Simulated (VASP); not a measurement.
# BaS (P6_3/mmc) in VASP: a series of runs, part 2 of 3

VASP 6.6.1.

## Step 4: Relaxation of cell and atoms, PBEsol

This run uses another cell than the first one, of 33.40 Å³/atom, 1.004 times its volume.

The input, INCAR:

```
SYSTEM = BaS
ALGO = Normal
EDIFF = 1E-6
EDIFFG = -0.005
ENCUT = 600
GGA = PS
IBRION = 2
ISIF = 3
ISMEAR = -1
LASPH = .True.
LCHARG = .False.
LREAL = .False.
LWAVE = .False.
NELM = 60
NSW = 80
PREC = Accurate
SIGMA = 0.02
```

The input, KPOINTS:

```
k-points
0
Gamma
  6 6 4
  0 0 0
```

The input, POSCAR:

```
BaS
1.0
    4.4463682182      0.0000000000      0.0000000000
   -2.2231841091      3.8506678315      0.0000000000
    0.0000000000      0.0000000000      7.8041163532
Ba S
2 2
Direct
    0.0000000000      0.0000000000      0.0000000000
    0.0000000000      0.0000000000      0.5000000000
    0.3333333333      0.6666666667      0.2500000000
    0.6666666667      0.3333333333      0.7500000000
```

Potentials or basis: VASP PAW PBE potentials, release 64 (Ba_sv, S).

Started as:

```console
$ cat potpaw_PBE.64/Ba_sv/POTCAR potpaw_PBE.64/S/POTCAR > POTCAR
$ mpirun -np 1 vasp_std > vasp.out
```

OUTCAR:

```text
SYSTEM = BaS
   EDIFF = 1E-6
   EDIFFG = -0.005
   ENCUT = 600
   GGA = PS
   IBRION = 2
   ISIF = 3
   ISMEAR = -1
   LASPH = .True.
   LREAL = .False.
   NELM = 60
   NSW = 80
   PREC = Accurate

 ion  position               nearest neighbor table
   1  0.000  0.000  0.000-   3 3.22   4 3.22   3 3.22   4 3.22   4 3.22   3 3.22   2 3.90   2 3.90

   2  0.000  0.000  0.500-   3 3.22   4 3.22   3 3.22   4 3.22   4 3.22   3 3.22   1 3.90   1 3.90

   3  0.333  0.667  0.250-   1 3.22   2 3.22   1 3.22   2 3.22   1 3.22   2 3.22
   4  0.667  0.333  0.750-   1 3.22   2 3.22   1 3.22   2 3.22   1 3.22   2 3.22

  LATTYP: Found a hexagonal cell.
 ALAT       =     4.4463682182
 C/A-ratio  =     1.7551664573

  Lattice vectors:

 A1 = (   4.4463682182,   0.0000000000,   0.0000000000)
 A2 = (  -2.2231841091,   3.8506678315,   0.0000000000)
 A3 = (   0.0000000000,   0.0000000000,   7.8041163532)

Analysis of symmetry for initial positions (statically):
=====================================================================
 Subroutine PRICEL returns:
 Original cell was already a primitive cell.

 Routine SETGRP: Setting up the symmetry group for a
 hexagonal supercell.

 Subroutine GETGRP returns: Found 24 space group operations
 (whereof 12 operations were pure point group operations)
 out of a pool of 24 trial point group operations.

The static configuration has the point symmetry D_3d.
 The point group associated with its full space group is D_6h.

Analysis of symmetry for dynamics (positions and initial velocities):
=====================================================================
 Subroutine PRICEL returns:
 Original cell was already a primitive cell.

 Routine SETGRP: Setting up the symmetry group for a
 hexagonal supercell.

 Subroutine GETGRP returns: Found 24 space group operations
 (whereof 12 operations were pure point group operations)
 out of a pool of 24 trial point group operations.

The dynamic configuration has the point symmetry D_3d.
 The point group associated with its full space group is D_6h.
[... 107 lines left out ...]
   POTIM  = 0.5000    time-step for ionic-motion
   TEBEG  =    0.0;   TEEND  =   0.0 temperature during run
   PSTRESS=    0.0 pullay stress
   NELECT =      32.0000    total number of electrons
   NUPDOWN=      -1.0000    fix difference up-down
   EMIN   =  10.00;   EMAX   =-10.00  energy-range for DOS
   EFERMI =   0.00;   METHOD = LEGACY
   ISMEAR =    -1;   SIGMA  =   0.02  broadening in eV -4-tet -1-fermi 0-gaus
   EFERMI_NEDOS =   21; number of points for ismear=-14 and -15
   IALGO  =     38    algorithm
   IMIX   =      4    mixing-type and parameters
     AMIX     =   0.40;   BMIX     =  1.00
     AMIX_MAG =   1.60;   BMIX_MAG =  1.00
  volume/ion in A,a.u.               =      33.40       225.42
  Fermi-wavevector in a.u.,A,eV,Ry     =   1.016646  1.921182 14.062561  1.033569
  Thomas-Fermi vector in A             =   2.150002
   LORBIT       =      0    0 simple, 1 ext, 2 COOP (PROOUT), +10 PAW based schemes
   GGA     = PS    functional components
   LHFCALC =     F    Hartree Fock is set to
   AEXX    =    0.0000 exact exchange contribution
   IVDW    =     0    specifies the selected vdW correction
   LEPSILON=     F    determine dielectric tensor
   LRPA    =     F    only Hartree local field effects (RPA)
 conjugate gradient relaxation of ions
 non-spin polarized calculation
  energy-cutoff  :      600.00
  volume of cell :      133.62
 maximum number of plane-waves:      4503
 NGX is ok and might be reduce to    36
   NGX = 17   NGY = 17   NGZ = 31

--------------------------------------- Ionic step        1  -------------------------------------------

 number of electron      31.9999999 magnetization

 Free energy of the ion-electron system (eV)
  ---------------------------------------------------
  ext. energy  EPLUGINS =         0.00000000
  ---------------------------------------------------
  free energy    TOTEN  =       -21.00513683 eV

  energy without entropy =      -21.00513683  energy(sigma->0) =      -21.00513683

------------------------ aborting loop because EDIFF is reached ----------------------------------------

  FORCE on cell =-STRESS in cart. coord.  units (eV):
  Direction    XX          YY          ZZ          XY          YZ          ZX
  --------------------------------------------------------------------------------------
  -------------------------------------------------------------------------------------
  Total       -1.0395026     -1.0395026     -1.0585572      0.0000000      0.0000000     -0.0000000
  in kB      -12.4643879    -12.4643879    -12.6928657      0.0000000      0.0000000     -0.0000000
  external PRESSURE =     -12.5405472 kB  Pullay stress =       0.0000000 kB
[... 215 lines left out ...]
--------------------------------------- Ionic step        7  -------------------------------------------

 number of electron      31.9999997 magnetization

 Free energy of the ion-electron system (eV)
  ---------------------------------------------------
  ext. energy  EPLUGINS =         0.00000000
  ---------------------------------------------------
  free energy    TOTEN  =       -21.02128966 eV

  energy without entropy =      -21.02128966  energy(sigma->0) =      -21.02128966

 E-fermi :   1.9206     XC(G=0):  -8.8305

 val. band max:        1.4778668113   @ k =   0.0000   0.0000   0.0000
 cond. band min:       3.6457084387   @ k =   0.5000   0.0000   0.0000
 fundamental gap:      2.1678416274
 Fermi energy:         1.9205910885

 k-point     1 :       0.0000    0.0000    0.0000
  band No.  band energies     occupation
      1     -24.8360      2.00000
      2     -24.7495      2.00000
      3     -11.2072      2.00000
      4      -9.8777      2.00000
      5      -9.8777      2.00000
      6      -9.7527      2.00000
[... 503 lines left out ...]
  FREE ENERGIE OF THE ION-ELECTRON SYSTEM (eV)
  ---------------------------------------------------
  free  energy   TOTEN  =       -21.0212896563 eV

  energy  without entropy=      -21.0212896563  energy(sigma->0) =      -21.02128966

 reached required accuracy - stopping structural energy minimisation
```

OSZICAR:

```text
N       E                     dE             d eps       ncg     rms          rms(c)
DAV:   1     0.235006121824E+03    0.23501E+03   -0.15032E+04   840   0.155E+03
DAV:   2    -0.404914400279E+01   -0.23906E+03   -0.23004E+03  1224   0.259E+02
DAV:   3    -0.214337333103E+02   -0.17385E+02   -0.17241E+02  1100   0.749E+01
[... 50 lines left out ...]
DAV:   2    -0.210213160587E+02    0.84712E-04   -0.19921E-04  1004   0.867E-02    0.237E-02
DAV:   3    -0.210212920561E+02    0.24003E-04   -0.65888E-05  1080   0.494E-02    0.114E-02
DAV:   4    -0.210212909614E+02    0.10947E-05   -0.47222E-06  1084   0.106E-02    0.727E-03
DAV:   5    -0.210212898288E+02    0.11326E-05   -0.17705E-06   552   0.799E-03    0.111E-03
DAV:   6    -0.210212896563E+02    0.17253E-06   -0.26687E-07   464   0.268E-03
   7 F= -.21021290E+02 E0= -.21021290E+02  d E =-.514227E-05
```

Run time: 4.3 min. Hardware: 1 thread of Intel Xeon Platinum 8259CL at 2.50GHz (Skylake/Cascade Lake), shared host; peak memory 0.32 GiB.

Results:

- Free energy: -21.0213 eV
- Relaxed volume: 32.41 Å³/atom
- Relaxed cell: a = 4.399 Å, b = 4.399 Å, c = 7.737 Å, α = 90.00°, β = 90.00°, γ = 120.00°
- Space group after relaxing (to 0.05 Å): P6_3/mmc (No. 194)
- Energy gained by relaxing: 4.0 meV/atom
- Ionic steps: 7
- Pressure after relaxing: 0.0 GPa
- Band gap on the k mesh: 2.17 eV, indirect (the least direct gap lies 4.0 meV higher)

Step by step:
```csv
step,energy change (eV),largest force (eV/Å),pressure (GPa),volume (Å³)
1,0.0000,0.0000,-1.25,133.62
2,-0.0150,0.0000,0.35,128.63
3,-0.0161,0.0000,0.00,129.62
4,-0.0161,0.0000,0.01,129.54
5,-0.0161,0.0000,0.03,129.53
6,-0.0161,0.0000,0.03,129.52
7,-0.0162,0.0000,-0.01,129.63
```

Final structure:
```
Ba S
1.0
     4.39856    0.00000    0.00000
    -2.19928    3.80926    0.00000
     0.00000    0.00000    7.73662
Ba S
2 2
Direct
  0.00000 0.00000 0.00000
  0.00000 0.00000 0.50000
  0.33333 0.66667 0.25000
  0.66667 0.33333 0.75000
```

Caveat: the PAW data sets were made with another functional, which shifts forces and pressure a little; spin-orbit coupling is left out, which moves the levels of the heavy elements.

## Step 5: Relaxation of cell and atoms, LDA

This run uses another cell than the first one, of 33.40 Å³/atom, 1.004 times its volume.

The input, INCAR:

```
SYSTEM = BaS
PREC = Accurate
ENCUT = 600
EDIFF = 1E-6
ISMEAR = -1
SIGMA = 0.02
LREAL = .FALSE.
LASPH = .TRUE.
NELM = 100
ALGO = Normal
ISIF = 3
LWAVE = .FALSE.
LCHARG = .FALSE.
IBRION = 2
NSW = 80
EDIFFG = -0.005
```

The input, KPOINTS:

```
regular mesh
0
G
  6 6 4
  0 0 0
```

POSCAR is that of step 4.

Potentials or basis: VASP PAW LDA potentials, release 64 (Ba_sv, S).

Started as:

```console
$ cat potpaw_LDA.64/Ba_sv/POTCAR potpaw_LDA.64/S/POTCAR > POTCAR
$ mpirun -np 1 vasp_std > vasp.out
```

Wall time 4.2 min (1 thread of Intel Xeon Platinum 8259CL at 2.50GHz (Skylake/Cascade Lake), shared host); peak memory 0.27 GiB.

Results (log left out):

```yaml
Free_energy: -21.9289 eV
Relaxed_volume: 31.47 Å³/atom
Relaxed_cell: a = 4.357 Å, b = 4.357 Å, c = 7.659 Å, α = 90.00°, β = 90.00°, γ = 120.00°
Space_group_after_relaxing_to_0.05_Å: P6_3/mmc (No. 194)
Energy_gained_by_relaxing: 15.9 meV/atom
Ionic_steps: 10
Pressure_after_relaxing: 0.0 GPa
Band_gap_on_the_k_mesh: 2.05 eV, indirect (the least direct gap lies 2.7 meV higher)
```

The path:
| step | energy change (eV) | largest force (eV/Å) | pressure (GPa) | volume (Å³) |
| --- | --- | --- | --- | --- |
| 1 | 0.0000 | 0.0000 | -2.51 | 133.62 |
| 2 | -0.0577 | 0.0000 | 0.87 | 123.76 |
| 3 | -0.0635 | 0.0000 | -0.01 | 125.93 |
| 4 | -0.0635 | 0.0000 | 0.06 | 125.78 |
| 5 | -0.0636 | 0.0000 | -0.03 | 125.97 |
| 6 | -0.0636 | 0.0000 | -0.03 | 126.01 |
| 7 | -0.0636 | 0.0000 | -0.06 | 126.08 |
| 8 | -0.0636 | 0.0000 | -0.05 | 126.02 |
| 9 | -0.0636 | 0.0000 | -0.05 | 126.01 |
| 10 | -0.0636 | 0.0000 | 0.00 | 125.89 |

Final structure:
```
Ba S
1.0
     4.35664    0.00000    0.00000
    -2.17832    3.77296    0.00000
     0.00000    0.00000    7.65892
Ba S
2 2
Direct
  0.00000 0.00000 0.00000
  0.00000 0.00000 0.50000
  0.33333 0.66667 0.25000
  0.66667 0.33333 0.75000
```

Levels at points of the mesh, in eV from the valence-band top:
| k point | band 14 | band 15 | band 16 | band 17 | band 18 | band 19 |
| --- | --- | --- | --- | --- | --- | --- |
| (0.00, 0.00, 0.00) | -0.16 | 0.00 | 0.00 | 2.05 | 3.52 | 3.92 |
| (0.50, 0.00, 0.00) | -0.59 | -0.31 | -0.13 | 2.05 | 3.77 | 5.48 |
| (0.00, 0.00, 0.50) | -0.61 | -0.61 | -0.61 | 3.80 | 3.80 | 4.61 |
| (0.50, 0.00, 0.50) | -0.89 | -0.70 | -0.70 | 3.15 | 3.15 | 5.74 |

Caveat: spin-orbit coupling is left out, which moves the levels of the heavy elements. Expect the measured gap to be larger: semilocal functionals such as LDA lack the derivative discontinuity.

(Continued in part 3 of 3.)
